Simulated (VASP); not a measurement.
# Li (R-3m) in VASP: a series of runs, part 2 of 3

VASP 6.6.1. The steps go on from the part before.

### 4 Electric field gradients, LDA (21.28 Å³/atom)

This run uses another cell than the first one, of 21.28 Å³/atom.

File INCAR:

```
SYSTEM = Li
PREC = Accurate ; ENCUT = 520
EDIFF = 1E-8 ; ISMEAR = -1
SIGMA = 0.08 ; LREAL = .FALSE.
LASPH = .TRUE. ; NELM = 80
ALGO = Normal ; ISIF = 2
LWAVE = .FALSE. ; LCHARG = .FALSE.
LEFG = .TRUE. ; NBANDS = 12
```

File KPOINTS:

```
Automatic mesh
0
G
  12 12 12
  0 0 0
```

File POSCAR:

```
Li
1.0
    1.5556501629      0.8981550403      7.6135104842
   -1.5556501629      0.8981550403      7.6135104842
    0.0000000000     -1.7963100807      7.6135104842
Li
3
Direct
    0.0000000000      0.0000000000      0.0000000000
    0.2220000000      0.2220000000      0.2220000000
    0.7780000000      0.7780000000      0.7780000000
```

Potentials or basis: VASP PAW LDA potentials, release 64 (Li_sv).

On the command line:

```sh
> cat potpaw_LDA.64/Li_sv/POTCAR > POTCAR
> mpirun -np 1 vasp_std > vasp.out
```

OUTCAR:

```text
SYSTEM = Li
   PREC = Accurate
   ENCUT = 520
   EDIFF = 1E-8
   ISMEAR = -1
   LREAL = .FALSE.
   LASPH = .TRUE.
   NELM = 80
   ISIF = 2

 ion  position               nearest neighbor table
   1  0.000  0.000  0.000-
   2  0.222  0.222  0.222-
   3  0.778  0.778  0.778-

  LATTYP: Found a trigonal (rhomboedric) cell.
 ALAT       =     7.8225489323
 COS(alpha) =     0.9209034946

  Lattice vectors:

 A1 = (   1.5556501629,   0.8981550403,   7.6135104842)
 A2 = (  -1.5556501629,   0.8981550403,   7.6135104842)
 A3 = (   0.0000000000,  -1.7963100807,   7.6135104842)

Analysis of symmetry for initial positions (statically):
=====================================================================
 Subroutine PRICEL returns:
 Original cell was already a primitive cell.

 Routine SETGRP: Setting up the symmetry group for a
 trigonal (rhombohedral) supercell.

 Subroutine GETGRP returns: Found 12 space group operations
 (whereof 12 operations were pure point group operations)
 out of a pool of 12 trial point group operations.

The static configuration has the point symmetry D_3d.

Analysis of symmetry for dynamics (positions and initial velocities):
=====================================================================
 Subroutine PRICEL returns:
 Original cell was already a primitive cell.

 Routine SETGRP: Setting up the symmetry group for a
 trigonal (rhombohedral) supercell.

 Subroutine GETGRP returns: Found 12 space group operations
 (whereof 12 operations were pure point group operations)
 out of a pool of 12 trial point group operations.

The dynamic configuration has the point symmetry D_3d.

 Subroutine INISYM returns: Found 12 space group operations
 (whereof 12 operations are pure point group operations),
 and found     1 'primitive' translations

----------------------------------------------------------------------------------------

                                     Primitive cell

  volume of cell :      63.8263

  direct lattice vectors                    reciprocal lattice vectors
     1.555650163  0.898155040  7.613510484     0.321409024  0.185565586  0.043781818
    -1.555650163  0.898155040  7.613510484    -0.321409024  0.185565586  0.043781818
     0.000000000 -1.796310081  7.613510484     0.000000000 -0.371131173  0.043781818

  length of vectors
     7.822548932  7.822548932  7.822548932     0.373704689  0.373704689  0.373704689

  position of ions in fractional coordinates (direct lattice)
     0.000000000  0.000000000  0.000000000
     0.222000000  0.222000000  0.222000000
     0.778000000  0.778000000  0.778000000

  ion indices of the primitive-cell ions
   primitive index   ion index
                 1           1
                 2           2
                 3           3

----------------------------------------------------------------------------------------

 KPOINTS: Automatic mesh

Automatic generation of k-mesh.
 Grid dimensions read from file:
[... 81 lines left out ...]
   EFERMI_NEDOS =   21; number of points for ismear=-14 and -15
   IALGO  =     38    algorithm
   IMIX   =      4    mixing-type and parameters
     AMIX     =   0.40;   BMIX     =  1.00
     AMIX_MAG =   1.60;   BMIX_MAG =  1.00
  volume/ion in A,a.u.               =      21.28       143.57
  Fermi-wavevector in a.u.,A,eV,Ry     =   0.852097  1.610230  9.878779  0.726070
  Thomas-Fermi vector in A             =   1.968333
   LORBIT       =      0    0 simple, 1 ext, 2 COOP (PROOUT), +10 PAW based schemes
   GGA     = CA    functional components
   LHFCALC =     F    Hartree Fock is set to
   AEXX    =    0.0000 exact exchange contribution
   IVDW    =     0    specifies the selected vdW correction
   LEPSILON=     F    determine dielectric tensor
   LRPA    =     F    only Hartree local field effects (RPA)
 non-spin polarized calculation
  energy-cutoff  :      520.00
  volume of cell :       63.83
 maximum number of plane-waves:      1736
 NGX is ok and might be reduce to    60
   NGX = 29   NGY = 29   NGZ = 29

 number of electron       9.0000010 magnetization

 Free energy of the ion-electron system (eV)
  ---------------------------------------------------
  ext. energy  EPLUGINS =         0.00000000
  ---------------------------------------------------
  free energy    TOTEN  =        -6.12528627 eV

  energy without entropy =       -6.09500668  energy(sigma->0) =       -6.11014648

 E-fermi :   0.4529     XC(G=0):  -7.0229

 val. band max:        0.4396300655   @ k =  -0.1667   0.1667   0.1667
 cond. band min:       0.4547008337   @ k =  -0.3333   0.1667   0.1667
 fundamental gap:      0.0150707682
 Fermi energy:         0.4529191414

 k-point     1 :       0.0000    0.0000    0.0000
  band No.  band energies     occupation
      1     -45.2497      2.00000
      2     -45.2372      2.00000
      3     -45.2324      2.00000
      4      -2.9672      2.00000
      5      -1.0713      2.00000
      6      -1.0704      2.00000
      7       5.9394      0.00000
      8       5.9663      0.00000
      9      12.6471      0.00000
     10      12.6471      0.00000
     11      12.7715      0.00000
     12      12.7715      0.00000
[... 331 lines left out ...]
 k-point    24 :      -0.4167    0.1667    0.0000
  band No.  band energies     occupation
      1     -45.2347      2.00000
      2     -45.2259      2.00000
      3     -45.2241      2.00000
      4       0.8329      0.01716
      5       1.5945      0.00000
      6       1.8736      0.00000
      7       3.9972      0.00000
      8       4.2324      0.00000
      9       4.8197      0.00000
     10       6.6239      0.00000
     11       7.1508      0.00000
     12       8.7471      0.00000

 [... further k-points ...]
[... 5 lines left out ...]
  --------------------------------------------------------------------------------------
  -------------------------------------------------------------------------------------
  Total       -0.5797070     -0.5797070     -0.6473694     -0.0000000      0.0000000      0.0000000
  in kB      -14.5518987    -14.5518987    -16.2503726     -0.0000000      0.0000000      0.0000000
  external PRESSURE =     -15.1180567 kB  Pullay stress =       0.0000000 kB

 VOLUME and BASIS-vectors are now :
 -----------------------------------------------------------------------------
  energy-cutoff  :      520.00
  volume of cell :       63.83
      direct lattice vectors                 reciprocal lattice vectors
     1.555650163  0.898155040  7.613510484     0.321409024  0.185565586  0.043781818
    -1.555650163  0.898155040  7.613510484    -0.321409024  0.185565586  0.043781818
     0.000000000 -1.796310081  7.613510484     0.000000000 -0.371131173  0.043781818

 POSITION                                       TOTAL-FORCE (eV/Angst)
 -----------------------------------------------------------------------------------
      0.00000      0.00000      0.00000         0.000000     -0.000000      0.000000
      0.00000     -0.00000      5.07060         0.000000     -0.000000      0.008400
      0.00000     -0.00000     17.76993         0.000000      0.000000     -0.008400
 -----------------------------------------------------------------------------------
    total drift:                               -0.000000     -0.000000      0.000000

  FREE ENERGIE OF THE ION-ELECTRON SYSTEM (eV)
  ---------------------------------------------------
  free  energy   TOTEN  =        -6.1252862691 eV

  energy  without entropy=       -6.0950066818  energy(sigma->0) =       -6.11014648

 Electric field gradients (V/A^2)
---------------------------------------------------------------------
 ion       V_xx      V_yy      V_zz      V_xy      V_xz      V_yz
---------------------------------------------------------------------
   1      -0.025    -0.025     0.051    -0.000    -0.000     0.000
   2      -0.031    -0.031     0.063     0.000    -0.000     0.000
   3      -0.031    -0.031     0.063     0.000    -0.000     0.000
---------------------------------------------------------------------

 Electric field gradients after diagonalization (V/A^2)
 (convention: |V_zz| > |V_xx| > |V_yy|)
----------------------------------------------------------------------
 ion       V_xx      V_yy      V_zz     asymmetry (V_yy - V_xx)/ V_zz
----------------------------------------------------------------------
   1      -0.025    -0.025     0.051       0.000
   2      -0.031    -0.031     0.063       0.000
   3      -0.031    -0.031     0.063       0.000
----------------------------------------------------------------------

           NMR quadrupolar parameters

 Cq : quadrupolar parameter    Cq=e*Q*V_zz/h
 eta: asymmetry parameters     (V_yy - V_xx)/ V_zz
 Q  : nuclear electric quadrupole moment in mb (millibarn)
----------------------------------------------------------------------
 ion       Cq(MHz)       eta       Q (mb)
----------------------------------------------------------------------
   1       0.000       0.000       1.000
   2       0.000       0.000       1.000
   3       0.000       0.000       1.000
----------------------------------------------------------------------
```

Wall time 20 min (1 thread of Intel Xeon 8259CL, shared host); peak memory 0.39 GiB.

What came out:

- Free energy: -6.1253 eV
- Largest force: 0.008 eV/Å
- Band gap on the k mesh: zero (an odd number of electrons rules out a gap without spin polarisation)
- Largest electric field gradient by atom: Li +0.05, +0.06 (each value once) V/Å²

Forces on the atoms (eV/Å):
```
Li   0.000  0.000  0.000
Li   0.000  0.000  0.008
Li   0.000  0.000 -0.008
```

Caveat: the cutoff is under 1.25 times the usual one of these potentials, so pressure, stress and relaxed cells hold a basis-set (Pulay) error; without QUAD_EFG the Cq values of the log hold for a quadrupole moment of 1 mb, not for the nuclei.

### 5 Electric field gradients, LDA (21.91 Å³/atom)

This run uses another cell than the first one, of 21.91 Å³/atom.

File INCAR:

```
SYSTEM = Li
PREC = Accurate
ENCUT = 520
EDIFF = 1E-8
ISMEAR = -1
SIGMA = 0.08
LREAL = .False.
LASPH = .True.
NELM = 100
ALGO = Normal
ISIF = 2
LWAVE = .False.
LCHARG = .False.
GGA = CA
LEFG = .True.
NBANDS = 12
```

File KPOINTS:

```
regular mesh
0
Gamma
  12 12 12
  0 0 0
```

File POSCAR:

```
Li
1.0
    1.5709026077      0.9069610434      7.6881575040
   -1.5709026077      0.9069610434      7.6881575040
    0.0000000000     -1.8139220869      7.6881575040
Li
3
Direct
    0.0000000000      0.0000000000      0.0000000000
    0.2220000000      0.2220000000      0.2220000000
    0.7780000000      0.7780000000      0.7780000000
```

Potentials or basis: VASP PAW LDA potentials, release 64 (Li_sv).

On the command line:

```sh
> cat potpaw_LDA.64/Li_sv/POTCAR > POTCAR
> mpirun -np 1 vasp_std > vasp.out
```

OUTCAR:

```text
SYSTEM = Li
   PREC = Accurate
   ENCUT = 520
   EDIFF = 1E-8
   ISMEAR = -1
   LREAL = .False.
   LASPH = .True.
   NELM = 100
   ISIF = 2
   GGA = CA

 ion  position               nearest neighbor table
   1  0.000  0.000  0.000-
   2  0.222  0.222  0.222-
   3  0.778  0.778  0.778-

  LATTYP: Found a trigonal (rhomboedric) cell.
 ALAT       =     7.8992454794
 COS(alpha) =     0.9209034946

  Lattice vectors:

 A1 = (   1.5709026077,   0.9069610434,   7.6881575040)
 A2 = (  -1.5709026077,   0.9069610434,   7.6881575040)
 A3 = (   0.0000000000,  -1.8139220869,   7.6881575040)

Analysis of symmetry for initial positions (statically):
=====================================================================
 Subroutine PRICEL returns:
 Original cell was already a primitive cell.

 Routine SETGRP: Setting up the symmetry group for a
 trigonal (rhombohedral) supercell.

 Subroutine GETGRP returns: Found 12 space group operations
 (whereof 12 operations were pure point group operations)
 out of a pool of 12 trial point group operations.

The static configuration has the point symmetry D_3d.

Analysis of symmetry for dynamics (positions and initial velocities):
=====================================================================
 Subroutine PRICEL returns:
 Original cell was already a primitive cell.

 Routine SETGRP: Setting up the symmetry group for a
 trigonal (rhombohedral) supercell.

 Subroutine GETGRP returns: Found 12 space group operations
 (whereof 12 operations were pure point group operations)
 out of a pool of 12 trial point group operations.

The dynamic configuration has the point symmetry D_3d.

 Subroutine INISYM returns: Found 12 space group operations
 (whereof 12 operations are pure point group operations),
 and found     1 'primitive' translations

----------------------------------------------------------------------------------------

                                     Primitive cell

  volume of cell :      65.7221

  direct lattice vectors                    reciprocal lattice vectors
     1.570902608  0.906961043  7.688157504     0.318288351  0.183763865  0.043356725
    -1.570902608  0.906961043  7.688157504    -0.318288351  0.183763865  0.043356725
     0.000000000 -1.813922087  7.688157504     0.000000000 -0.367527730  0.043356725

  length of vectors
     7.899245479  7.899245479  7.899245479     0.370076259  0.370076259  0.370076259

  position of ions in fractional coordinates (direct lattice)
     0.000000000  0.000000000  0.000000000
     0.222000000  0.222000000  0.222000000
     0.778000000  0.778000000  0.778000000

  ion indices of the primitive-cell ions
   primitive index   ion index
                 1           1
                 2           2
                 3           3

----------------------------------------------------------------------------------------

 KPOINTS: regular mesh

Automatic generation of k-mesh.
 Grid dimensions read from file:
 generate k-points for:   12   12   12
[... 86 lines left out ...]
  Fermi-wavevector in a.u.,A,eV,Ry     =   0.843824  1.594596  9.687877  0.712039
  Thomas-Fermi vector in A             =   1.958754
   LORBIT       =      0    0 simple, 1 ext, 2 COOP (PROOUT), +10 PAW based schemes
   GGA     = CA    functional components
   LHFCALC =     F    Hartree Fock is set to
   AEXX    =    0.0000 exact exchange contribution
   IVDW    =     0    specifies the selected vdW correction
   LEPSILON=     F    determine dielectric tensor
   LRPA    =     F    only Hartree local field effects (RPA)
 non-spin polarized calculation
  energy-cutoff  :      520.00
  volume of cell :       65.72
 maximum number of plane-waves:      1789
   NGX = 29   NGY = 29   NGZ = 29

 number of electron       9.0000004 magnetization

 Free energy of the ion-electron system (eV)
  ---------------------------------------------------
  ext. energy  EPLUGINS =         0.00000000
  ---------------------------------------------------
  free energy    TOTEN  =        -6.10697216 eV

  energy without entropy =       -6.07637762  energy(sigma->0) =       -6.09167489

 E-fermi :   0.3763     XC(G=0):  -6.9509

 val. band max:        0.3599904162   @ k =  -0.1667   0.1667   0.1667
 cond. band min:       0.3860997360   @ k =  -0.3333   0.1667   0.1667
 fundamental gap:      0.0261093198
 Fermi energy:         0.3762660959

 k-point     1 :       0.0000    0.0000    0.0000
  band No.  band energies     occupation
      1     -45.3786      2.00000
      2     -45.3670      2.00000
      3     -45.3625      2.00000
      4      -3.0080      2.00000
      5      -1.1312      2.00000
      6      -1.1300      2.00000
      7       5.7419      0.00000
      8       5.7681      0.00000
      9      12.3219      0.00000
     10      12.3219      0.00000
     11      12.4427      0.00000
     12      12.4427      0.00000
[... 331 lines left out ...]
 k-point    24 :      -0.4167    0.1667    0.0000
  band No.  band energies     occupation
      1     -45.3654      2.00000
      2     -45.3568      2.00000
      3     -45.3552      2.00000
      4       0.7571      0.01699
      5       1.4936      0.00000
      6       1.7752      0.00000
      7       3.8473      0.00000
      8       4.0719      0.00000
      9       4.6604      0.00000
     10       6.4225      0.00000
     11       6.9296      0.00000
     12       8.4956      0.00000

 [... further k-points ...]

------------------------ aborting loop because EDIFF is reached ----------------------------------------

  FORCE on cell =-STRESS in cart. coord.  units (eV):
  Direction    XX          YY          ZZ          XY          YZ          ZX
  --------------------------------------------------------------------------------------
  -------------------------------------------------------------------------------------
  Total       -0.7102152     -0.7102152     -0.7771959      0.0000000      0.0000000     -0.0000000
  in kB      -17.3136687    -17.3136687    -18.9465294      0.0000000      0.0000000     -0.0000000
  external PRESSURE =     -17.8579556 kB  Pullay stress =       0.0000000 kB

 VOLUME and BASIS-vectors are now :
 -----------------------------------------------------------------------------
  energy-cutoff  :      520.00
  volume of cell :       65.72
      direct lattice vectors                 reciprocal lattice vectors
     1.570902608  0.906961043  7.688157504     0.318288351  0.183763865  0.043356725
    -1.570902608  0.906961043  7.688157504    -0.318288351  0.183763865  0.043356725
     0.000000000 -1.813922087  7.688157504     0.000000000 -0.367527730  0.043356725

 POSITION                                       TOTAL-FORCE (eV/Angst)
 -----------------------------------------------------------------------------------
      0.00000      0.00000      0.00000         0.000000     -0.000000     -0.000000
      0.00000     -0.00000      5.12031         0.000000     -0.000000      0.007659
      0.00000     -0.00000     17.94416         0.000000      0.000000     -0.007659
 -----------------------------------------------------------------------------------
    total drift:                               -0.000000     -0.000000      0.000000

  FREE ENERGIE OF THE ION-ELECTRON SYSTEM (eV)
  ---------------------------------------------------
  free  energy   TOTEN  =        -6.1069721643 eV

  energy  without entropy=       -6.0763776211  energy(sigma->0) =       -6.09167489

 Electric field gradients (V/A^2)
---------------------------------------------------------------------
 ion       V_xx      V_yy      V_zz      V_xy      V_xz      V_yz
---------------------------------------------------------------------
   1      -0.024    -0.024     0.049    -0.000    -0.000     0.000
   2      -0.029    -0.029     0.058     0.000    -0.000     0.000
   3      -0.029    -0.029     0.058    -0.000    -0.000     0.000
---------------------------------------------------------------------

 Electric field gradients after diagonalization (V/A^2)
 (convention: |V_zz| > |V_xx| > |V_yy|)
----------------------------------------------------------------------
 ion       V_xx      V_yy      V_zz     asymmetry (V_yy - V_xx)/ V_zz
----------------------------------------------------------------------
   1      -0.024    -0.024     0.049       0.000
   2      -0.029    -0.029     0.058       0.000
   3      -0.029    -0.029     0.058       0.000
----------------------------------------------------------------------

           NMR quadrupolar parameters

 Cq : quadrupolar parameter    Cq=e*Q*V_zz/h
 eta: asymmetry parameters     (V_yy - V_xx)/ V_zz
 Q  : nuclear electric quadrupole moment in mb (millibarn)
----------------------------------------------------------------------
 ion       Cq(MHz)       eta       Q (mb)
----------------------------------------------------------------------
   1       0.000       0.000       1.000
   2       0.000       0.000       1.000
   3       0.000       0.000       1.000
----------------------------------------------------------------------
```

stdout:

```text
POSCAR found type information on POSCAR Li
 POSCAR found :  1 types and       3 ions
 scaLAPACK will be used
 LDA part: xc-table for (Slater(with rela. corr.)+CA(PZ))
 , standard interpolation
 POSCAR, INCAR and KPOINTS ok, starting setup
 FFT: planning ... GRIDC
 FFT: planning ... GRID_SOFT
 FFT: planning ... GRID
 WAVECAR not read
 entering main loop
ion   1

ion   2

ion   3
```

Run time: 17 min. Hardware: 1 thread of Intel Xeon 8259CL, shared host; peak memory 0.39 GiB.

Results:

```yaml
Free_energy: -6.1070 eV
Largest_force: 0.008 eV/Å
Band_gap_on_the_k_mesh: zero (an odd number of electrons rules out a gap without spin polarisation)
Largest_electric_field_gradient_by_atom: Li +0.05, +0.06 (each value once) V/Å²
```

Forces on the atoms (eV/Å):
```
Li   0.000  0.000  0.000
Li   0.000  0.000  0.008
Li   0.000  0.000 -0.008
```

Levels at points of the mesh, in eV from the Fermi level:
```csv
k point,band 2,band 3,band 4,band 5,band 6,band 7,band 8,band 9
"(0.00, 0.00, 0.00)",-45.74,-45.74,-3.38,-1.51,-1.51,5.37,5.39,11.95
"(0.50, 0.00, 0.00)",-45.73,-45.73,-0.03,0.79,1.01,3.54,3.64,4.26
"(0.50, 0.50, 0.00)",-45.73,-45.73,0.25,0.34,1.10,3.03,4.18,5.29
"(0.50, 0.50, 0.50)",-45.75,-45.74,-2.91,-2.91,0.03,2.74,9.90,9.94
```

Caveat: the cutoff is under 1.25 times the usual one of these potentials, so pressure, stress and relaxed cells hold a basis-set (Pulay) error; without QUAD_EFG the Cq values of the log hold for a quadrupole moment of 1 mb, not for the nuclei.

[end of part 2 of 3]
